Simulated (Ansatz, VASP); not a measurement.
## Two plane-wave programs on Zr2OF2

The input INCAR:

```
PREC = Accurate ; ENCUT = 520
EDIFF = 1E-6 ; ISMEAR = 0
SIGMA = 0.1 ; LREAL = F
LASPH = T ; NELM = 60
ALGO = Normal ; ISIF = 2
LWAVE = F ; LCHARG = T
GGA = PE ; LELF = T
LVHAR = T ; NBANDS = 30
```

Contents of KPOINTS:

```
regular mesh
0
Gamma
  6 6 6
```

POSCAR

```
Zr2OF2
1.0
   -1.9077445200      1.9077445200      4.7431098000
    1.9077445200     -1.9077445200      4.7431098000
    1.9077445200      1.9077445200     -4.7431098000
Zr O F
2 1 2
Direct
    0.3825937200      0.3825937200      0.0000000000
    0.6174062800      0.6174062800      0.0000000000
    0.0000000000      0.0000000000      0.0000000000
    0.2500000000      0.7500000000      0.5000000000
    0.7500000000      0.2500000000      0.5000000000
```

Input for Ansatz:

```yaml
crystal:
  lattice:
    - [-1.90774452, 1.90774452, 4.7431098]
    - [1.90774452, -1.90774452, 4.7431098]
    - [1.90774452, 1.90774452, -4.7431098]
  atoms:
    - { symbol: Zr, position: [0.38259372, 0.38259372, 0.0] }
    - { symbol: Zr, position: [0.61740628, 0.61740628, 0.0] }
    - { symbol: O, position: [0.0, 0.0, 0.0] }
    - { symbol: F, position: [0.25, 0.75, 0.5] }
    - { symbol: F, position: [0.75, 0.25, 0.5] }
basis:
  ecutwfc: 420
kpoints:
  mp_grid: { grid: [6, 6, 6] }
hamiltonian:
  xc: pbe
scf:
  occupations: { method: gaussian, width: 0.1 }
  lower_state_search: "off"
output:
  forces: true
  stress: true
  eigenvalues: true
```

Change from the starting cell: species swapped into the CaZn2Ge2 type (I4/mmm, No. 139).

Alike in both runs: task single point; functional PBE; k mesh 6 × 6 × 6; occupations gaussian, width 0.1 eV; no spin polarisation.

```csv
,VASP,Ansatz
version,VASP 6.6.1,Ansatz 0.2.0
potentials or method,"VASP PAW PBE potentials, release 64 (Zr_sv, O, F), cutoff 520 eV","scalar-relativistic, plane waves, PAW"
valence electrons in the cell,44,44
```

Ansatz gave:

| Item | Value |
| --- | --- |
| gap on the k mesh at the Fermi level (eV) | none |
| pressure (GPa) | 6.8 |
| traceless stress, the component that is largest in VASP (GPa) | 25.88 |
| rms of the force components (eV/Å) | 1.635 |

**Question.** Estimate VASP's values.

**Answer.** gap on the k mesh at the Fermi level (eV): none; pressure (GPa): 7.1; traceless stress, the component that is largest in VASP (GPa): 26.37; rms of the force components (eV/Å): 1.677.

Atom by atom the forces differ by 0.042 eV/Å (rms over components). A gap of «none» marks a metal or a gap that the smearing closes.

The k mesh is coarse, so the values compare programs but aren't converged.
